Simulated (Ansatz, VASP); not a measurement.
## Two plane-wave programs on BaTiO3

File POSCAR:

```
BaTiO3
1.0
    2.7517517546      1.5907086103      2.2498864340
   -2.7517517546      1.5907086103      2.2498864340
    0.0000000000     -3.4512181599      2.4400759386
Ba Ti O
1 1 3
Direct
   -0.0057755654     -0.0057755654      0.0118189879
    0.4942227804      0.4942227804      0.5285795061
    0.4941934853      0.9942152829      0.4830187870
    0.4942450168      0.4942450168      0.9646649318
    0.9942152829      0.4941934853      0.4830187870
```

The input INCAR.step1:

```
SYSTEM = BaTiO3
PREC = Accurate ; ENCUT = 520
ISMEAR = 0 ; SIGMA = 0.02
LREAL = .False. ; LASPH = .True.
NELM = 150 ; LMAXMIX = 4
LDAU = .True. ; LDAUTYPE = 2
LDAUL = -1 2 -1 ; LDAUU = 0 4 0
LDAUJ = 0 0 0 ; NBANDS = 28
GGA = PE ; ALGO = Normal
EDIFF = 1E-4 ; LWAVE = .True.
LCHARG = .False.
```

INCAR.step2

```
SYSTEM = BaTiO3
PREC = Accurate ; ENCUT = 520
EDIFF = 1E-6 ; ISMEAR = 0
SIGMA = 0.02 ; LREAL = .False.
LASPH = .True. ; NELM = 150
ALGO = Normal ; ISIF = 2
LWAVE = .False. ; LCHARG = .False.
LMAXMIX = 4 ; LDAU = .True.
LDAUTYPE = 2 ; LDAUL = -1 2 -1
LDAUU = 0 4 0 ; LDAUJ = 0 0 0
LDAUPRINT = 1 ; METAGGA = R2SCAN
LMIXTAU = .True. ; NBANDS = 28
ISTART = 1
```

Contents of KPOINTS:

```
regular mesh
0
Gamma
  6 6 6
  0 0 0
```

Input for Ansatz:

```yaml
crystal:
  lattice:
    - [2.7517517546, 1.5907086103, 2.249886434]
    - [-2.7517517546, 1.5907086103, 2.249886434]
    - [0.0, -3.4512181599, 2.4400759386]
  atoms:
    - { symbol: Ba, position: [-0.0057755654, -0.0057755654, 0.0118189879] }
    - { symbol: Ti, position: [0.4942227804, 0.4942227804, 0.5285795061] }
    - { symbol: O, position: [0.4941934853, 0.9942152829, 0.483018787] }
    - { symbol: O, position: [0.4942450168, 0.4942450168, 0.9646649318] }
    - { symbol: O, position: [0.9942152829, 0.4941934853, 0.483018787] }
basis:
  ecutwfc: 500
kpoints:
  mp_grid: { grid: [6, 6, 6] }
  band_path: { path: [VBM, CBM], npoints: 2 }
hamiltonian:
  xc: r2scan
  hubbard: { sites: [{ species: Ti, l: d, u_eff: 4.0 }] }
scf:
  occupations: { method: gaussian, width: 0.02 }
output:
  forces: true
  stress: true
  eigenvalues: true
checkpoint:
  read: start.run
  write: ck
  compress: false
  write_wavefunctions: false
  write_every: 100000
```

Alike in both runs: task single point; functional r2SCAN; k mesh 6 × 6 × 6; occupations gaussian, width 0.02 eV; no spin polarisation; Hubbard terms Ti d U = 4.0 eV.

|  | VASP | Ansatz |
| --- | --- | --- |
| version | VASP 6.6.1 | Ansatz 0.2.0 |
| potentials or method | VASP PAW PBE potentials, release 64 (Ba_sv, Ti_sv, O), cutoff 520 eV | scalar-relativistic, plane waves, PAW |
| valence electrons in the cell | 40 | 40 |

Ansatz gave:

```
gap on the k mesh at the Fermi level (eV)                     : 2.79
least direct gap on the mesh (eV)                             : 3.38
pressure (GPa)                                                : 5.1
traceless stress, the component that is largest in VASP (GPa) : 3.51
rms of the force components (eV/Å)                            : 0.000
```

Task: Estimate VASP's values.

Result: gap on the k mesh at the Fermi level (eV): 2.82; least direct gap on the mesh (eV): 3.44; pressure (GPa): 9.3; traceless stress, the component that is largest in VASP (GPa): 3.58; rms of the force components (eV/Å): 0.240.

VASP's potentials were made for PBE, not for r2SCAN. The programs project onto different local orbitals, so the same U acts differently, and such runs can settle in different states. Atom by atom the forces differ by 0.240 eV/Å (rms over components).

Spin-orbit coupling is off throughout.
